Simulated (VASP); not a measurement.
Crystal: N.

```
N
1.0
     4.20970    0.00000    0.00000
    -2.10485    3.64571    0.00000
     0.00000    0.00000    7.18792
N
4
Cartesian
  0.0000 2.4305 2.3480
  0.0000 2.4305 1.2459
  2.1049 1.2152 5.9420
  2.1049 1.2152 4.8399
```

| Item | Value |
| --- | --- |
| Program | VASP 6.6.1 |
| Task | relaxation of cell and atoms |
| Functional | PBE |
| Potentials or basis | VASP PAW PBE potentials, release 64 (N) |
| Cutoff | 600 eV |
| k mesh | 6 × 6 × 4 |
| Occupations | gaussian, width 0.02 eV |
| Spin | no spin polarisation |

At the start: pressure 1.8 GPa; volume 27.58 Å³/atom.

How do energy, volume and symmetry change on relaxing?

Over 6 steps the energy falls by 4.4 meV/atom and the volume is 27.60 Å³/atom (+0.1 %); space group P6_3/mmc (No. 194, to 0.05 Å).

The path:
```tsv
step	energy change (eV)	largest force (eV/Å)	pressure (GPa)	volume (Å³)
1	0.0000	1.6728	1.78	110.32
2	3.8588	14.3959	-17.60	115.21
3	-0.0100	1.0461	-1.12	110.58
4	-0.0164	0.4095	-0.44	110.48
5	-0.0176	0.0723	-0.07	110.42
6	-0.0176	0.0078	0.00	110.41
```

Final structure:
```cif
data_structure
_symmetry_space_group_name_H-M 'P 1'
_symmetry_Int_Tables_number 1
_cell_length_a 4.2097
_cell_length_b 4.2097
_cell_length_c 7.1943
_cell_angle_alpha 90.000
_cell_angle_beta 90.000
_cell_angle_gamma 120.000
_cell_volume 110.41
loop_
_atom_site_label
_atom_site_type_symbol
_atom_site_fract_x
_atom_site_fract_y
_atom_site_fract_z
_atom_site_occupancy
N1 N 0.33333 0.66667 0.32734 1
N2 N 0.33333 0.66667 0.17266 1
N3 N 0.66667 0.33333 0.82734 1
N4 N 0.66667 0.33333 0.67266 1
```

Caveat: the standard files for N, O and F lose accuracy on very short bonds.
